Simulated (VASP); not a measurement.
# ZnBi3 (Pm-3m) in VASP: a series of runs

The runs below take ZnBi3 through single point, with PBE.

Everything below comes from runs of VASP 6.6.1. Logs are shortened: lines on timing, memory, paths and dates and some standing lists are left out, and cuts for length are marked.

## 1. The cell of the first run

Symmetry: Pm-3m, No. 221, cubic system. Conventional cell: a = 4.873 Å, b = 4.873 Å, c = 4.873 Å, α = 90.00°, β = 90.00°, γ = 90.00°. Zn (site symmetry m-3m) has 12 Bi at 3.45 Å within 4.5 Å. Bi (site symmetry 4/mmm) has 4 Zn at 3.45 Å and 8 Bi at 3.45 Å within 4.5 Å.

## 2. Single point, PBE

File INCAR:

```
SYSTEM = ZnBi3
PREC = Accurate
ENCUT = 500
EDIFF = 1E-6
ISMEAR = 1
SIGMA = 0.1
LREAL = .FALSE.
LASPH = .TRUE.
NELM = 120
ALGO = Normal
ISIF = 2
LWAVE = .FALSE.
LCHARG = .FALSE.
GGA = PE
NBANDS = 36
GGA_COMPAT = .FALSE.
```

File KPOINTS:

```
regular mesh
0
G
  5 5 5
  0 0 0
```

File POSCAR:

```
ZnBi3
1.0
    4.8731640000      0.0000000000      0.0000000000
    0.0000000000      4.8731640000      0.0000000000
    0.0000000000      0.0000000000      4.8731640000
Zn Bi
1 3
Direct
    0.0000000000      0.0000000000      0.0000000000
    0.0000000000      0.5000000000      0.5000000000
    0.5000000000      0.0000000000      0.5000000000
    0.5000000000      0.5000000000      0.0000000000
```

Potentials or basis: VASP PAW PBE potentials, release 64 (Zn, Bi_d).

The run is started by

```console
$ cat potpaw_PBE.64/Zn/POTCAR potpaw_PBE.64/Bi_d/POTCAR > POTCAR
$ mpirun -np 1 vasp_std > vasp.out
```

OUTCAR:

```text
SYSTEM = ZnBi3
   PREC = Accurate
   ENCUT = 500
   EDIFF = 1E-6
   ISMEAR = 1
   LREAL = .FALSE.
   LASPH = .TRUE.
   NELM = 120
   ISIF = 2
   GGA = PE

 ion  position               nearest neighbor table
   1  0.000  0.000  0.000-   2 3.45   3 3.45   4 3.45   2 3.45   3 3.45   2 3.45   4 3.45   2 3.45
                             3 3.45   4 3.45   3 3.45   4 3.45
   2  0.000  0.500  0.500-   1 3.45   3 3.45   4 3.45   1 3.45   4 3.45   1 3.45   3 3.45   1 3.45
                             3 3.45   4 3.45   4 3.45   3 3.45
   3  0.500  0.000  0.500-   1 3.45   2 3.45   4 3.45   1 3.45   4 3.45   2 3.45   4 3.45   4 3.45
                             1 3.45   2 3.45   1 3.45   2 3.45
   4  0.500  0.500  0.000-   1 3.45   2 3.45   3 3.45   2 3.45   3 3.45   1 3.45   3 3.45   3 3.45
                             1 3.45   2 3.45   2 3.45   1 3.45

  LATTYP: Found a simple cubic cell.
 ALAT       =     4.8731640000

  Lattice vectors:

 A1 = (   4.8731640000,   0.0000000000,   0.0000000000)
 A2 = (   0.0000000000,   4.8731640000,   0.0000000000)
 A3 = (   0.0000000000,   0.0000000000,   4.8731640000)

Analysis of symmetry for initial positions (statically):
=====================================================================
 Subroutine PRICEL returns:
 Original cell was already a primitive cell.

 Routine SETGRP: Setting up the symmetry group for a
 simple cubic supercell.

 Subroutine GETGRP returns: Found 48 space group operations
 (whereof 48 operations were pure point group operations)
 out of a pool of 48 trial point group operations.

The static configuration has the point symmetry O_h .

Analysis of symmetry for dynamics (positions and initial velocities):
=====================================================================
 Subroutine PRICEL returns:
 Original cell was already a primitive cell.

 Routine SETGRP: Setting up the symmetry group for a
 simple cubic supercell.

 Subroutine GETGRP returns: Found 48 space group operations
 (whereof 48 operations were pure point group operations)
 out of a pool of 48 trial point group operations.

The dynamic configuration has the point symmetry O_h .

 Subroutine INISYM returns: Found 48 space group operations
 (whereof 48 operations are pure point group operations),
 and found     1 'primitive' translations

----------------------------------------------------------------------------------------

                                     Primitive cell

  volume of cell :     115.7266

  direct lattice vectors                    reciprocal lattice vectors
     4.873164000  0.000000000  0.000000000     0.205205489  0.000000000  0.000000000
     0.000000000  4.873164000  0.000000000     0.000000000  0.205205489  0.000000000
     0.000000000  0.000000000  4.873164000     0.000000000  0.000000000  0.205205489

  length of vectors
     4.873164000  4.873164000  4.873164000     0.205205489  0.205205489  0.205205489

  position of ions in fractional coordinates (direct lattice)
     0.000000000  0.000000000  0.000000000
     0.000000000  0.500000000  0.500000000
     0.500000000  0.000000000  0.500000000
     0.500000000  0.500000000  0.000000000

  ion indices of the primitive-cell ions
   primitive index   ion index
                 1           1
                 2           2
                 3           3
                 4           4

----------------------------------------------------------------------------------------

 KPOINTS: regular mesh

Automatic generation of k-mesh.
 Grid dimensions read from file:
 generate k-points for:    5    5    5

 Generating k-lattice:

  Cartesian coordinates                     Fractional coordinates (reciprocal lattice)
     0.041041098  0.000000000  0.000000000     0.200000000  0.000000000  0.000000000
     0.000000000  0.041041098  0.000000000     0.000000000  0.200000000  0.000000000
     0.000000000  0.000000000  0.041041098     0.000000000  0.000000000  0.200000000

  Length of vectors
     0.041041098  0.041041098  0.041041098

  Shift w.r.t. Gamma in fractional coordinates (k-lattice)
     0.000000000  0.000000000  0.000000000

 Subroutine IBZKPT returns following result:
 ===========================================

 Found     10 irreducible k-points:

 Following reciprocal coordinates:
            Coordinates               Weight
  0.000000  0.000000  0.000000      1.000000
  0.200000  0.000000  0.000000      6.000000
  0.400000  0.000000  0.000000      6.000000
  0.200000  0.200000  0.000000     12.000000
  0.400000  0.200000  0.000000     24.000000
  0.400000  0.400000  0.000000     12.000000
  0.200000  0.200000  0.200000      8.000000
  0.400000  0.200000  0.200000     24.000000
  0.400000  0.400000  0.200000     24.000000
  0.400000  0.400000  0.400000      8.000000
   k-points           NKPTS =     10   k-points in BZ     NKDIM =     10   number of bands    NBANDS=     36
   number of dos      NEDOS =    301   number of ions     NIONS =      4
   total plane-waves  NPLWV =  46656
   dimension x,y,z NGX =    36 NGY =   36 NGZ =   36
   dimension x,y,z NGXF=    72 NGYF=   72 NGZF=   72
   ions per type =               1   3
   NGX,Y,Z   is equivalent  to a cutoff of  12.28, 12.28, 12.28 a.u.
   NGXF,Y,Z  is equivalent  to a cutoff of  24.56, 24.56, 24.56 a.u.
 SYSTEM =  ZnBi3
   PREC   = accura    normal or accurate (medium, high low for compatibility)
   ISTART =      0    job   : 0-new  1-cont  2-samecut
   ICHARG =      2    charge: 1-file 2-atom 10-const
   ISPIN  =      1    spin polarized calculation?
   LNONCOLLINEAR =      F non collinear calculations
   LSORBIT =      F    spin-orbit coupling
   LASPH  =      T    aspherical Exc in radial PAW
   ENCUT  =  500.0 eV  36.75 Ry    6.06 a.u.   8.88  8.88  8.88*2*pi/ulx,y,z
   NELM   =    120;   NELMIN=  2; NELMDL= -5     # of ELM steps
   EDIFF  = 0.1E-05   stopping-criterion for ELM
   LREAL  =      F    real-space projection
   EDIFFG = 0.1E-04   stopping-criterion for IOM
   NSW    =      0    number of steps for IOM
   IBRION =     -1    ionic relax: 0-MD 1-quasi-New 2-CG
   NFREE  =      0    steps in history (QN), initial steepest desc. (CG)
   ISIF   =      2    stress and relaxation
   ISYM   =      2    0-nonsym 1-usesym 2-fastsym
   POTIM  = 0.5000    time-step for ionic-motion
   TEBEG  =    0.0;   TEEND  =   0.0 temperature during run
   PSTRESS=    0.0 pullay stress
   NELECT =      57.0000    total number of electrons
   NUPDOWN=      -1.0000    fix difference up-down
   EMIN   =  10.00;   EMAX   =-10.00  energy-range for DOS
   EFERMI =   0.00;   METHOD = LEGACY
   ISMEAR =     1;   SIGMA  =   0.10  broadening in eV -4-tet -1-fermi 0-gaus
   EFERMI_NEDOS =   21; number of points for ismear=-14 and -15
   IALGO  =     38    algorithm
   IMIX   =      4    mixing-type and parameters
     AMIX     =   0.40;   BMIX     =  1.00
     AMIX_MAG =   1.60;   BMIX_MAG =  1.00
  volume/ion in A,a.u.               =      28.93       195.24
  Fermi-wavevector in a.u.,A,eV,Ry     =   1.292872  2.443173 22.742372  1.671517
  Thomas-Fermi vector in A             =   2.424553
   LORBIT       =      0    0 simple, 1 ext, 2 COOP (PROOUT), +10 PAW based schemes
   GGA     = PE    functional components
   LHFCALC =     F    Hartree Fock is set to
   AEXX    =    0.0000 exact exchange contribution
   IVDW    =     0    specifies the selected vdW correction
   LEPSILON=     F    determine dielectric tensor
   LRPA    =     F    only Hartree local field effects (RPA)
 non-spin polarized calculation
 Methfessel and Paxton  Order N= 1 SIGMA  =   0.10
  energy-cutoff  :      500.00
  volume of cell :      115.73
 maximum number of plane-waves:      2952
 NGX is ok and might be reduce to    36
   NGX = 17   NGY = 17   NGZ = 17

 number of electron      57.0000006 magnetization

 Free energy of the ion-electron system (eV)
  ---------------------------------------------------
  ext. energy  EPLUGINS =         0.00000000
  ---------------------------------------------------
  free energy    TOTEN  =       -12.06496094 eV

  energy without entropy =      -12.06949837  energy(sigma->0) =      -12.06647342

 E-fermi :   6.7571     XC(G=0): -10.1660

 val. band max:        6.6284211887   @ k =   0.4000   0.4000   0.0000
 cond. band min:       6.8004627326   @ k =   0.2000   0.2000   0.0000
 fundamental gap:      0.1720415439
 Fermi energy:         6.7570818353

 k-point     1 :       0.0000    0.0000    0.0000
  band No.  band energies     occupation
      1     -16.5330      2.00000
      2     -16.5330      2.00000
      3     -16.5330      2.00000
      4     -16.5032      2.00000
      5     -16.4439      2.00000
      6     -16.4439      2.00000
[... 28 lines left out ...]
     35      11.7153      0.00000
     36      11.7153      0.00000

 k-point     2 :       0.2000    0.0000    0.0000
  band No.  band energies     occupation
      1     -16.5303      2.00000
      2     -16.5097      2.00000
      3     -16.5097      2.00000
      4     -16.4895      2.00000
      5     -16.4425      2.00000
      6     -16.4314      2.00000
[... 28 lines left out ...]
     35      12.7176      0.00000
     36      12.9070      0.00000

 k-point     3 :       0.4000    0.0000    0.0000
  band No.  band energies     occupation
      1     -16.5258      2.00000
      2     -16.4591      2.00000
      3     -16.4488      2.00000
      4     -16.4488      2.00000
      5     -16.4395      2.00000
      6     -16.4031      2.00000
[... 28 lines left out ...]
     35      11.6957      0.00000
     36      11.6957      0.00000
[... 196 lines left out ...]
 k-point     9 :       0.4000    0.4000    0.2000
  band No.  band energies     occupation
      1     -16.4738      2.00000
      2     -16.4661      2.00000
      3     -16.4581      2.00000
      4     -16.4507      2.00000
      5     -16.4295      2.00000
      6     -16.4178      2.00000
[... 28 lines left out ...]
     35      11.7989      0.00000
     36      12.9539      0.00000

 k-point    10 :       0.4000    0.4000    0.4000
  band No.  band energies     occupation
      1     -16.4749      2.00000
      2     -16.4674      2.00000
      3     -16.4674      2.00000
      4     -16.4543      2.00000
      5     -16.4543      2.00000
      6     -16.4483      2.00000
[... 28 lines left out ...]
     35      13.1220      0.00000
     36      13.1220      0.00000

------------------------ aborting loop because EDIFF is reached ----------------------------------------

  FORCE on cell =-STRESS in cart. coord.  units (eV):
  Direction    XX          YY          ZZ          XY          YZ          ZX
  --------------------------------------------------------------------------------------
  -------------------------------------------------------------------------------------
  Total       -0.0621361     -0.0621361     -0.0621361     -0.0000000      0.0000000     -0.0000000
  in kB       -0.8602442     -0.8602442     -0.8602442     -0.0000000      0.0000000     -0.0000000
  external PRESSURE =      -0.8602442 kB  Pullay stress =       0.0000000 kB

 VOLUME and BASIS-vectors are now :
 -----------------------------------------------------------------------------
  energy-cutoff  :      500.00
  volume of cell :      115.73
      direct lattice vectors                 reciprocal lattice vectors
     4.873164000  0.000000000  0.000000000     0.205205489  0.000000000  0.000000000
     0.000000000  4.873164000  0.000000000     0.000000000  0.205205489  0.000000000
     0.000000000  0.000000000  4.873164000     0.000000000  0.000000000  0.205205489

 POSITION                                       TOTAL-FORCE (eV/Angst)
 -----------------------------------------------------------------------------------
      0.00000      0.00000      0.00000         0.000000      0.000000      0.000000
      0.00000      2.43658      2.43658         0.000000      0.000000      0.000000
      2.43658      0.00000      2.43658         0.000000      0.000000      0.000000
      2.43658      2.43658      0.00000         0.000000      0.000000      0.000000
 -----------------------------------------------------------------------------------
    total drift:                                0.000000      0.000000      0.000000

  FREE ENERGIE OF THE ION-ELECTRON SYSTEM (eV)
  ---------------------------------------------------
  free  energy   TOTEN  =       -12.0649609401 eV

  energy  without entropy=      -12.0694983749  energy(sigma->0) =      -12.06647342
```

It took 42 s on 1 thread of Intel Xeon 8259CL, shared host; peak memory 0.21 GiB.

Results:

```
Free energy            : -12.0650 eV
Pressure               : -0.1 GPa
Band gap on the k mesh : zero (an odd number of electrons rules out a gap without spin polarisation)
```

Caveat: spin-orbit coupling is left out, which moves the levels of the heavy elements.

## 3. Single point, PBE

File INCAR:

```
PREC     = Accurate       # precision mode
ENCUT    = 500            # plane-wave cutoff, eV
EDIFF    = 1E-6           # SCF threshold, eV
ISMEAR   = 1              # smearing method
SIGMA    = 0.1            # smearing width, eV
LREAL    = F              # projectors in reciprocal space
LASPH    = T              # aspherical terms in the spheres
NELM     = 120            # most SCF steps
ALGO     = Normal         # electronic algorithm
ISIF     = 2              # what is computed and relaxed
LWAVE    = F              # write WAVECAR
LCHARG   = F              # write CHGCAR
GGA      = PE             # functional
NBANDS   = 36             # bands
GGA_COMPAT= F
```

File KPOINTS:

```
Automatic mesh
0
Gamma
  5 5 5
```

POSCAR is that of step 2.

Potentials or basis: VASP PAW PBE potentials, release 64 (Zn, Bi_d).

The run is started by

```console
$ cat potpaw_PBE.64/Zn/POTCAR potpaw_PBE.64/Bi_d/POTCAR > POTCAR
$ mpirun -np 1 vasp_std > vasp.out
```

Run time: 42 s. Hardware: 1 thread of Intel Xeon 8259CL, shared host; peak memory 0.21 GiB.

The run converged. Its results:

| Quantity | Value |
| --- | --- |
| Free energy | -12.0650 eV |
| Pressure | -0.1 GPa |
| Band gap on the k mesh | zero (an odd number of electrons rules out a gap without spin polarisation) |

Levels at points of the mesh, in eV from the Fermi level:
| k point | band 24 | band 25 | band 26 | band 27 | band 28 | band 29 | band 30 | band 31 | band 32 | band 33 |
| --- | --- | --- | --- | --- | --- | --- | --- | --- | --- | --- |
| (0.00, 0.00, 0.00) | -4.09 | -4.09 | -4.09 | -2.55 | 0.70 | 0.70 | 0.70 | 2.07 | 2.07 | 2.07 |

Caveat: spin-orbit coupling is left out, which moves the levels of the heavy elements.
